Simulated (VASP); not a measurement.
ZrS: single point with PBEsol

The system is ZrS.

```
CELL_PARAMETERS angstrom
0.00000 2.50687 2.62500
2.74313 0.00000 2.62500
2.74313 2.50687 0.00000
ATOMIC_POSITIONS crystal
Zr 0.00000 0.00000 0.00000
S 0.50000 0.50000 0.50000
```

This cell differs from its parent crystal: strain +0.0450 x Voigt [1, -1, 0, 0, 0, 0].

```
Program                : VASP 6.6.1
Task                   : single point
Functional             : PBEsol
Potentials or basis    : VASP PAW PBE potentials, release 64 (Zr_sv, S)
Cutoff                 : 520 eV
k mesh                 : 16 × 16 × 16
Occupations            : gaussian, width 0.15 eV
Spin                   : no spin polarisation
Dipole correction      : no
Further INCAR settings : ALGO = Normal; EDIFF = 1e-06; NBANDS = 16
```

| Item | Value |
| --- | --- |
| Pressure | -3.8 GPa |
| Band gap on the k mesh | zero (bands 9 and 10 overlap by 2.81 eV) |

Stress tensor (GPa, compression positive):
```
-13.52   0.00   0.00
  0.00   8.55   0.00
  0.00   0.00  -6.38
```

Levels at points of the mesh, in eV from the Fermi level:
```
           k point  band 7  band 8  band 9  band 10  band 11  band 12
(0.00, 0.00, 0.00)   -3.50   -3.35   -1.79    -1.33    -0.99    -0.86
(0.50, 0.00, 0.00)   -6.02   -5.96    1.37     1.67     1.86     1.91
(0.50, 0.50, 0.00)   -4.42   -4.36   -3.41     0.41     2.05     2.65
(0.50, 0.00, 0.50)   -4.65   -4.62   -3.41     0.73     2.09     2.50
(0.00, 0.50, 0.50)   -4.26   -4.18   -3.48     0.30     2.29     2.47
```

Wall time 8.9 min on 1 thread of Intel Xeon 8259CL, with other jobs on the host, peak memory 0.44 GiB.

Caveat: the cell differs from its parent crystal (strain +0.0450 x Voigt [1, -1, 0, 0, 0, 0]); the cell stands under tension; the PAW data sets were made with another functional, which shifts forces and pressure a little.
